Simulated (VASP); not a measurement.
# Al32ClO48 (a cell with a defect) in VASP: a series of runs, part 2 of 3

VASP 6.6.1.

## Step 3: Single point, PBE

Input file INCAR:

```
PREC = Accurate
ENCUT = 520
EDIFF = 1E-7
ISMEAR = -1
SIGMA = 0.01
LREAL = Auto
LASPH = True
NELM = 60
ALGO = Normal
ISIF = 2
LWAVE = False
LCHARG = False
GGA = PE
NELECT = 392.0
NBANDS = 242
```

Input file KPOINTS:

```
Automatic mesh
0
Gamma
  1 1 1
```

Input file POSCAR:

```
Al32ClO48
1.0
    4.8078835200      2.7758328500      8.7484141900
   -4.8078835200      2.7758328500      8.7484141900
    0.0000000000     -5.5516656900      8.7484141900
Al O Cl
32 48 1
Direct
    0.3036463307      0.3242953334      0.3261379918
    0.4380054100      0.4185868863      0.4292801779
    0.0737118878      0.0746649059      0.0711498495
    0.1678744649      0.1802206459      0.1778159743
    0.3213876734      0.3237581551      0.8224904450
    0.4204015749      0.4273900969      0.9208492114
    0.0714233129      0.0734603839      0.5755749902
    0.1788043845      0.1756961561      0.6732241195
    0.3229968904      0.8273472953      0.3214286088
    0.4245569235      0.9292261797      0.4238979328
    0.0619287110      0.5720956046      0.0745764508
    0.1690949610      0.6792772459      0.1713772936
    0.3233543666      0.8264975875      0.8228955204
    0.4202238523      0.9272694140      0.9295857067
    0.0801115449      0.5725246806      0.5649133519
    0.1747022005      0.6777012831      0.6726261630
    0.7971176558      0.3272963736      0.3123113848
    0.9164969732      0.4233960089      0.4235867371
    0.5759716348      0.0797688898      0.0700215235
    0.6902093101      0.1728240636      0.1934544422
    0.8257496310      0.3208732150      0.8158555675
    0.9317200896      0.4312499784      0.9132736680
    0.5748628615      0.0719087051      0.5840583605
    0.6770887592      0.1800020494      0.6861264771
    0.8212596353      0.8221779188      0.3254349326
    0.9256734538      0.9222665493      0.4282000571
    0.5898984047      0.5827946552      0.0695971156
    0.6774348236      0.6844010906      0.1747073619
    0.8253639331      0.8246216107      0.8211762611
    0.9253062850      0.9284005779      0.9268590170
    0.5692079372      0.5772595050      0.5734830167
    0.6776812050      0.6773679694      0.6722832786
    0.2179527166      0.0310476063      0.3744019168
    0.4693479611      0.1273812739      0.2782542573
    0.0151394707      0.3737022339      0.2256149139
    0.3697947648      0.2235776202      0.0297643208
    0.1167902093      0.2781957418      0.4751957567
    0.2388656562      0.4740618699      0.1335403982
    0.2209411864      0.0329597189      0.8710379449
    0.4653084848      0.1208916550      0.7881614004
    0.0327096938      0.3752310950      0.7142781399
    0.3797120013      0.2237238213      0.5203560770
    0.1232917816      0.2788417230      0.9695195447
    0.2774956688      0.4720480111      0.6205850931
    0.2288254044      0.5247246278      0.3650097190
    0.4729529493      0.6287192022      0.2753938788
    0.0256094790      0.8765674906      0.2196912669
    0.3670223694      0.7347742071      0.0269317605
    0.1276365509      0.7781215277      0.4655258752
    0.2723884554      0.9755011631      0.1269476650
    0.2141700100      0.5305603705      0.8728247206
    0.4672284883      0.6286660516      0.7759727088
    0.0302873040      0.8743491419      0.7196734795
    0.3720017019      0.7257047384      0.5252430099
    0.1235537819      0.7828442965      0.9691189746
    0.2796909438      0.9740455358      0.6218256102
    0.7222298300      0.0156334688      0.3880230374
    0.9639809939      0.1260509602      0.2774254776
    0.6306679097      0.3409385529      0.2602766840
    0.8786822785      0.2237059283      0.0190424647
    0.6185176287      0.2679298923      0.5101098133
    0.7988792708      0.4981400799      0.0975245901
    0.7238548099      0.0178300100      0.8769485339
    0.9781010939      0.1209372332      0.7772684691
    0.5140896252      0.3850713165      0.7191035452
    0.8733952313      0.2196815989      0.5380787929
    0.6436982858      0.2637995232      0.9212188765
    0.7755927940      0.4767673349      0.6196735499
    0.7128757572      0.5290699316      0.3755021929
    0.9589086024      0.6285231026      0.2805178051
    0.5266926132      0.8803305482      0.2202470719
    0.8727994414      0.7308082727      0.0267442205
    0.6214572304      0.7801093685      0.4712511078
    0.7760167090      0.9782283466      0.1266823493
    0.7343830384      0.5366367752      0.8612459428
    0.9764356729      0.6289101988      0.7690785153
    0.5277866255      0.8746891645      0.7215123519
    0.8800462158      0.7176186119      0.5239567139
    0.6213847573      0.7859039260      0.9703273679
    0.7811188893      0.9645621853      0.6268194208
    0.5055620164      0.4191516452      0.0915659528
```

Potentials or basis: VASP PAW PBE potentials, release 64 (Al, O, Cl).

Started as:

```sh
cat potpaw_PBE.64/Al/POTCAR potpaw_PBE.64/O/POTCAR potpaw_PBE.64/Cl/POTCAR > POTCAR
mpirun -np 1 vasp_gam > vasp.out
```

Run time: 5.9 min. Hardware: 1 thread of Intel Xeon Platinum 8488C (Sapphire Rapids), shared host; peak memory 0.94 GiB.

Results (log left out):

```
Free energy   : -581.7869 eV
Largest force : 0.033 eV/Å
```

Forces on the atoms (eV/Å):
```
Al   0.009  0.021  0.005
Al  -0.008 -0.001  0.008
Al   0.001 -0.001 -0.008
Al  -0.001  0.003 -0.003
Al   0.006  0.004 -0.011
Al  -0.001 -0.008  0.010
Al   0.000 -0.001 -0.004
Al  -0.002 -0.004  0.009
Al   0.001 -0.001 -0.011
Al   0.002 -0.003  0.009
Al  -0.005  0.005 -0.017
Al   0.006 -0.003  0.013
Al  -0.001  0.005 -0.010
Al   0.004  0.000  0.012
Al  -0.005  0.001 -0.010
Al   0.000  0.000  0.004
Al   0.007 -0.006  0.009
Al   0.005  0.001  0.010
Al  -0.001 -0.001 -0.010
Al  -0.015  0.006 -0.011
Al   0.006  0.003  0.003
Al   0.000 -0.001  0.010
Al   0.000  0.006 -0.012
Al  -0.003 -0.002  0.001
Al  -0.007 -0.002  0.000
Al  -0.003 -0.002  0.012
Al  -0.002 -0.016 -0.029
Al   0.003  0.002  0.002
Al   0.000 -0.005 -0.013
Al  -0.001  0.003  0.009
Al   0.002 -0.003 -0.009
Al   0.000  0.003  0.011
O    0.000  0.001  0.002
O   -0.002  0.009  0.008
O    0.000  0.001 -0.001
O    0.002 -0.008 -0.002
O   -0.005 -0.003 -0.006
O    0.024  0.008  0.018
O    0.000  0.000 -0.003
O   -0.003  0.003  0.003
O    0.001  0.002 -0.001
O   -0.001 -0.001 -0.003
O   -0.002  0.001 -0.002
O    0.001 -0.004  0.003
O    0.006 -0.001  0.002
O   -0.003 -0.005  0.004
O    0.000  0.003 -0.002
O    0.013 -0.012  0.001
O   -0.001  0.002  0.001
O    0.003  0.000  0.000
O   -0.003 -0.002  0.004
O   -0.001 -0.006  0.005
O    0.004  0.004  0.001
O    0.001 -0.001  0.000
O    0.001  0.000 -0.003
O    0.004  0.002  0.000
O    0.000 -0.006  0.001
O    0.001 -0.001 -0.001
O   -0.009  0.021 -0.016
O   -0.001  0.001 -0.003
O   -0.006  0.009 -0.013
O    0.003 -0.002 -0.002
O   -0.002 -0.006  0.002
O    0.002 -0.002  0.000
O    0.003  0.003  0.003
O   -0.002 -0.003 -0.001
O   -0.014 -0.003  0.015
O   -0.001  0.000 -0.001
O   -0.003  0.003  0.000
O    0.000  0.000 -0.002
O    0.001  0.002  0.004
O   -0.006 -0.002  0.003
O   -0.004  0.001 -0.004
O    0.002  0.000  0.000
O   -0.002 -0.006 -0.008
O   -0.002 -0.003  0.001
O    0.000 -0.003 -0.002
O    0.002  0.002  0.000
O   -0.004  0.007  0.002
O    0.000 -0.001  0.003
Cl   0.002 -0.012  0.008
```

Levels at points of the mesh, in eV from the Fermi level:
| k point | band 192 | band 193 | band 194 | band 195 | band 196 | band 197 | band 198 | band 199 | band 200 | band 201 |
| --- | --- | --- | --- | --- | --- | --- | --- | --- | --- | --- |
| (0.00, 0.00, 0.00) | -1.65 | -1.56 | -1.19 | -0.67 | -0.28 | 4.05 | 5.97 | 6.12 | 6.49 | 6.64 |

Caveat: the k points lie up to 0.79 Å⁻¹ apart; the cell carries a net charge on a neutralising background, which shifts energy and pressure; the cell is charged against a uniform background, so pressure and absolute levels hang on convention.

## Step 4: Single point, PBE

Input file INCAR:

```
SYSTEM = Al32ClO48
PREC     = Accurate       ! precision mode
ENCUT    = 520            ! plane-wave cutoff, eV
EDIFF    = 1E-7           ! SCF threshold, eV
ISMEAR   = -1             ! smearing method
SIGMA    = 0.01           ! smearing width, eV
LREAL    = Auto         
LASPH    = .True.         ! aspherical terms in the spheres
NELM     = 100            ! most SCF steps
ALGO     = Normal         ! electronic algorithm
ISIF     = 2              ! what is computed and relaxed
LWAVE    = .False.        ! write WAVECAR
LCHARG   = .True.         ! write CHGCAR
GGA      = PE             ! functional
LELF     = .True.         ! ELF
LVHAR    = .True.       
NELECT   = 392.0        
NBANDS   = 242            ! bands
```

Input file KPOINTS:

```
Automatic mesh
0
Gamma
  1 1 1
  0 0 0
```

Input file POSCAR:

```
Al32ClO48
1.0
    4.8078835200      2.7758328500      8.7484141900
   -4.8078835200      2.7758328500      8.7484141900
    0.0000000000     -5.5516656900      8.7484141900
Al O Cl
32 48 1
Direct
    0.3087869183      0.3270184332      0.3289539542
    0.4323993358      0.4237820305      0.4330398292
    0.0716269442      0.0744115374      0.0744917720
    0.1733183875      0.1793624191      0.1750879867
    0.3181782664      0.3226752555      0.8201929858
    0.4315142006      0.4246725207      0.8978309403
    0.0742874654      0.0742706181      0.5749376109
    0.1785200856      0.1730781900      0.6781705264
    0.3234257752      0.8286842720      0.3226626054
    0.4253034139      0.9309552230      0.4243885365
    0.0662331175      0.5745906910      0.0733964906
    0.1663128852      0.6769469282      0.1776969915
    0.3230173750      0.8233061174      0.8245706177
    0.4228308704      0.9234305604      0.9302441812
    0.0752833136      0.5720626116      0.5714971437
    0.1751149785      0.6789121254      0.6727925813
    0.8192042645      0.3248023119      0.3245521499
    0.9242867037      0.4303375491      0.4225150849
    0.5810512120      0.0769177425      0.0627413208
    0.6792362435      0.1750229051      0.1973441249
    0.8267038572      0.3187909700      0.8148925788
    0.9236911159      0.4284126862      0.9225391867
    0.5744850923      0.0732439558      0.5825458070
    0.6778719223      0.1807719011      0.6836763853
    0.8183094918      0.8287325813      0.3247622592
    0.9265750250      0.9235489533      0.4290319426
    0.5770734370      0.5729314898      0.0796713055
    0.6756114036      0.6803061929      0.1743504851
    0.8235861890      0.8204057875      0.8223722732
    0.9256997925      0.9261756776      0.9246988293
    0.5731809024      0.5830642533      0.5647438914
    0.6778381773      0.6771422370      0.6739970225
    0.2206328034      0.0339650116      0.3725494462
    0.4714679210      0.1252074526      0.2867784538
    0.0200656841      0.3740663567      0.2243113573
    0.3737586527      0.2250060890      0.0243000654
    0.1192920269      0.2783474609      0.4776275988
    0.2255894245      0.4800968381      0.1522528835
    0.2208667545      0.0282088009      0.8769422333
    0.4685847590      0.1215611689      0.7850012404
    0.0289402365      0.3730929168      0.7204559959
    0.3742157470      0.2219034048      0.5334075013
    0.1218962059      0.2784328601      0.9711308053
    0.2725818454      0.4739608921      0.6240244006
    0.2266867024      0.5263815669      0.3712582413
    0.4706747167      0.6304331627      0.2808165171
    0.0250570195      0.8771523298      0.2218862623
    0.3689867140      0.7257025106      0.0320522380
    0.1264655403      0.7795385582      0.4690844306
    0.2752910631      0.9748190334      0.1263200472
    0.2176623122      0.5296311845      0.8730649696
    0.4689014328      0.6308604314      0.7679282846
    0.0314325435      0.8746120804      0.7187893964
    0.3723799195      0.7287256989      0.5236720489
    0.1224373254      0.7817792140      0.9701830539
    0.2796379571      0.9725948447      0.6241829283
    0.7231488215      0.0201376138      0.3860014316
    0.9681555204      0.1255184259      0.2787048345
    0.5781369769      0.3575315909      0.2579293544
    0.8726667722      0.2226221139      0.0261676186
    0.6283627156      0.2696847250      0.4924161034
    0.7877934468      0.4802666538      0.1171522061
    0.7257006391      0.0081899120      0.8756581847
    0.9808725661      0.1183248395      0.7772208393
    0.5121359024      0.3918644778      0.7018967224
    0.8757287744      0.2228548046      0.5316700522
    0.6579221982      0.2563423779      0.8878794076
    0.7784755008      0.4799227189      0.6174395772
    0.7193198232      0.5308901334      0.3729159828
    0.9518045405      0.6370269479      0.2832707743
    0.5284464345      0.8811848053      0.2184570847
    0.8745097831      0.7235283800      0.0274520905
    0.6219155907      0.7833783209      0.4703312753
    0.7738585349      0.9818436069      0.1227881357
    0.7305030442      0.5354459060      0.8660980237
    0.9743846938      0.6249991496      0.7753723752
    0.5269396311      0.8738756567      0.7240881057
    0.8778988127      0.7203652541      0.5274741065
    0.6221345596      0.7766222873      0.9741011990
    0.7804674931      0.9658413684      0.6265970788
    0.5070702173      0.4055099366      0.0641538935
```

Potentials or basis: VASP PAW PBE potentials, release 64 (Al, O, Cl).

Started as:

```sh
cat potpaw_PBE.64/Al/POTCAR potpaw_PBE.64/O/POTCAR potpaw_PBE.64/Cl/POTCAR > POTCAR
mpirun -np 1 vasp_gam > vasp.out
```

OUTCAR:

```text
SYSTEM = Al32ClO48
   PREC = Accurate
   ENCUT = 520
   EDIFF = 1E-7
   ISMEAR = -1
   LREAL = Auto
   LASPH = .True.
   NELM = 100
   ISIF = 2
   GGA = PE
   NELECT = 392.0

 ion  position               nearest neighbor table
   1  0.309  0.327  0.329-  37 1.81  38 1.88  34 1.90  45 1.95  42 2.07  81 2.31  59 2.61   8 2.79
                            12 2.80   2 2.84  20 2.95  18 3.14  10 3.22
   2  0.432  0.424  0.433-  59 1.78  44 1.84  46 1.91  61 1.91  42 2.02  45 2.07  23 2.80  27 2.83
                             1 2.84  15 2.85   5 3.13  17 3.14   9 3.29
   3  0.072  0.074  0.074-  47 1.86  39 1.87  60 1.89  43 1.98  58 1.99  50 2.00   4 2.69  14 2.81
                            26 2.84  22 2.84  20 3.17   8 3.23  12 3.26
   4  0.173  0.179  0.175-  35 1.86  33 1.87  36 1.89  50 1.98  43 2.00  58 2.01   3 2.69   9 2.81
                             5 2.83  17 2.83  11 3.22   7 3.27  19 3.32
   5  0.318  0.323  0.820-  43 1.85  40 1.85  44 1.85  65 1.97  36 2.03  51 2.03   6 2.57   4 2.83
                            16 2.84  24 2.86   2 3.13  22 3.21  14 3.24
   6  0.432  0.425  0.898-  65 1.86  52 1.90  51 1.93  36 1.95  67 1.96  81 2.14  38 2.40   5 2.57
                            31 2.70  19 2.82  11 2.95  24 3.23  21 3.26  13 3.32
   7  0.074  0.074  0.575-  66 1.86  53 1.87  33 1.88  64 1.95  37 1.97  56 1.99   8 2.68  30 2.80
                            10 2.81  18 2.86  24 3.22  16 3.24   4 3.27
[... 634 lines left out ...]
    208      15.2468      0.00000
 [bands above 208 left out]

------------------------ aborting loop because EDIFF is reached ----------------------------------------

  FORCE on cell =-STRESS in cart. coord.  units (eV):
  Direction    XX          YY          ZZ          XY          YZ          ZX
  --------------------------------------------------------------------------------------
  -------------------------------------------------------------------------------------
  Total       41.6157431     40.9261111     39.3554376      1.4824094     -4.8704482      2.9072558
  in kB       95.1788386     93.6015900     90.0093226      3.3903998    -11.1391404      6.6491480
  external PRESSURE =      92.9299171 kB  Pullay stress =       0.0000000 kB

 VOLUME and BASIS-vectors are now :
 -----------------------------------------------------------------------------
  energy-cutoff  :      520.00
  volume of cell :      700.53
      direct lattice vectors                 reciprocal lattice vectors
     4.807883520  2.775832850  8.748414190     0.103995864  0.060042040  0.038102144
    -4.807883520  2.775832850  8.748414190    -0.103995864  0.060042040  0.038102144
     0.000000000 -5.551665690  8.748414190     0.000000000 -0.120084080  0.038102144

 POSITION                                       TOTAL-FORCE (eV/Angst)
 -----------------------------------------------------------------------------------
     -0.08766     -0.06135      8.44011        -0.012257      0.043505     -0.114606
      0.04143     -0.02748     11.27864         0.019567     -0.010278     -0.024123
     -0.01339     -0.00818      1.92929         0.002735      0.007470     -0.013250
     -0.02906      0.00695      4.61714        -0.002664     -0.013035      0.000683
     -0.02162     -2.77454     12.78184        -0.002328      0.005403      0.025638
      0.03289     -2.60783     15.34487         0.009881     -0.079222      0.070040
[... 73 lines left out ...]
     -0.89126      1.36880     20.75916         0.005953     -0.014549     -0.002431
      0.48829      2.17701      8.54487        -0.176174      0.146848      0.258390
 -----------------------------------------------------------------------------------
    total drift:                               -0.026049     -0.004991     -0.009317

  FREE ENERGIE OF THE ION-ELECTRON SYSTEM (eV)
  ---------------------------------------------------
  free  energy   TOTEN  =      -581.5266751044 eV

  energy  without entropy=     -581.5266751044  energy(sigma->0) =     -581.52667510
```

stdout:

```text
POSCAR found type information on POSCAR AlO Cl
 POSCAR found :  3 types and      81 ions
 scaLAPACK will be used
 LDA part: xc-table for (Slater+PW92), standard interpolation
 POSCAR, INCAR and KPOINTS ok, starting setup
 FFT: planning ... GRIDC
 FFT: planning ... GRID_SOFT
 FFT: planning ... GRID
 WAVECAR not read
 entering main loop
 the old and the new charge density differ
 old charge density:   391.00000 new  392.00000
    0.514E+01
```

Run time: 8 min. Hardware: 1 thread of Intel Xeon Platinum 8488C (Sapphire Rapids), shared host; peak memory 0.95 GiB.

Results:

| Property | Result |
| --- | --- |
| Free energy | -581.5267 eV |
| Largest force | 0.345 eV/Å |

Forces in eV/Å, atoms in the order of the input:
```
Al  -0.012  0.044 -0.115
Al   0.020 -0.010 -0.024
Al   0.003  0.007 -0.013
Al  -0.003 -0.013  0.001
Al  -0.002  0.005  0.026
Al   0.010 -0.079  0.070
Al  -0.004 -0.009 -0.021
Al  -0.002  0.017 -0.006
Al   0.005 -0.011 -0.035
Al   0.003  0.011 -0.036
Al   0.009 -0.013 -0.062
Al  -0.001  0.008 -0.013
Al  -0.005  0.016 -0.018
Al  -0.002 -0.006  0.011
Al   0.012  0.020 -0.014
Al   0.002 -0.010  0.002
Al  -0.021 -0.022 -0.034
Al  -0.007 -0.022 -0.017
Al  -0.016 -0.072  0.045
Al  -0.026  0.051  0.005
Al   0.016  0.002  0.015
Al   0.008  0.021  0.040
Al   0.006  0.001 -0.005
Al   0.016 -0.032 -0.021
Al  -0.010  0.001 -0.015
Al  -0.006 -0.004 -0.017
Al   0.011  0.010  0.011
Al   0.001 -0.016  0.008
Al   0.000 -0.013  0.012
Al  -0.009 -0.006  0.012
Al  -0.009 -0.031 -0.009
Al  -0.005  0.014  0.009
O   -0.003 -0.023 -0.028
O   -0.062  0.227 -0.198
O   -0.005 -0.028 -0.021
O   -0.012 -0.042  0.059
O   -0.009 -0.003 -0.021
O    0.052 -0.037 -0.038
O   -0.008  0.017 -0.004
O   -0.015 -0.026  0.000
O    0.025  0.031  0.000
O    0.043  0.060 -0.079
O    0.006 -0.001  0.006
O    0.027 -0.003 -0.010
O    0.040  0.022 -0.023
O   -0.002 -0.014 -0.018
O    0.002  0.006 -0.012
O   -0.029  0.004  0.020
O    0.010  0.000 -0.025
O   -0.007  0.001  0.002
O    0.003 -0.011 -0.006
O   -0.025 -0.001  0.011
O    0.001 -0.009 -0.003
O    0.002 -0.018 -0.018
O    0.024  0.001 -0.009
O    0.008  0.046  0.005
O   -0.027 -0.017 -0.047
O   -0.010 -0.018 -0.026
O    0.148  0.045  0.112
O    0.001  0.031 -0.006
O    0.001 -0.053  0.031
O    0.010  0.038  0.041
O   -0.039 -0.018  0.025
O    0.009 -0.004 -0.002
O    0.035 -0.049  0.049
O   -0.010 -0.029  0.005
O   -0.020 -0.142  0.119
O   -0.002 -0.023 -0.002
O   -0.013 -0.021 -0.007
O    0.004 -0.007 -0.011
O    0.018 -0.021 -0.013
O   -0.016 -0.002  0.006
O   -0.021  0.011 -0.004
O    0.027 -0.003  0.020
O    0.017  0.059  0.053
O    0.015  0.017  0.013
O   -0.004  0.001  0.008
O    0.010  0.016 -0.010
O   -0.010  0.000  0.006
O    0.006 -0.015 -0.002
Cl  -0.176  0.147  0.258
```

Levels at points of the mesh, in eV from the Fermi level:
```csv
k point,band 193,band 194,band 195,band 196,band 197,band 198,band 199,band 200
"(0.00, 0.00, 0.00)",-1.75,-1.25,-0.69,-0.31,3.78,5.70,6.01,6.26
```

Caveat: the k points lie up to 0.79 Å⁻¹ apart; the cell carries a net charge on a neutralising background, which shifts energy and pressure; the cell is charged against a uniform background, so pressure and absolute levels hang on convention.

(Part 2 of 3 ends here.)
